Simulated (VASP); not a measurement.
Here is a VASP 6.6.1 calculation.

Contents of POSCAR:

```
AlRu
1.0
    2.9916000000      0.0000000000      0.0000000000
    0.0000000000      2.9916000000      0.0000000000
    0.0000000000      0.0000000000      2.9916000000
Al Ru
1 1
Direct
    0.0000000000      0.0000000000      0.0000000000
    0.5000000000      0.5000000000      0.5000000000
```

The input INCAR.step1:

```
SYSTEM = AlRu
PREC = Accurate ; ENCUT = 550
ISMEAR = -1 ; SIGMA = 0.1
LREAL = .FALSE. ; LASPH = .TRUE.
NELM = 120 ; NBANDS = 16
GGA = PE ; ALGO = Normal
EDIFF = 1E-5 ; LWAVE = .TRUE.
LCHARG = .FALSE. ; GGA_COMPAT = .FALSE.
```

File INCAR.step2:

```
SYSTEM = AlRu
PREC = Accurate ; ENCUT = 550
EDIFF = 1E-6 ; ISMEAR = -1
SIGMA = 0.1 ; LREAL = .FALSE.
LASPH = .TRUE. ; NELM = 120
ALGO = Normal ; ISIF = 2
LWAVE = .FALSE. ; LCHARG = .FALSE.
METAGGA = R2SCAN ; LMIXTAU = .TRUE.
NBANDS = 16 ; ISTART = 1
GGA_COMPAT = .FALSE.
```

Contents of KPOINTS:

```
Automatic mesh
0
G
  9 9 9
  0 0 0
```

Potentials or basis: VASP PAW PBE potentials, release 64 (Al, Ru_pv).

Command:

```console
$ cat potpaw_PBE.64/Al/POTCAR potpaw_PBE.64/Ru_pv/POTCAR > POTCAR
$ cp INCAR.step1 INCAR
$ mpirun -np 1 vasp_std > vasp.out
$ cp INCAR.step2 INCAR
$ mpirun -np 1 vasp_std > vasp.out
```

**Question.** Predict the pressure.

**Answer.** -1.7 GPa.

**Question.** Estimate the band gap on the k mesh.

**Answer.** Zero (an odd number of electrons rules out a gap without spin polarisation).

Caveat: the PAW data sets were made with another functional, which shifts forces and pressure a little.
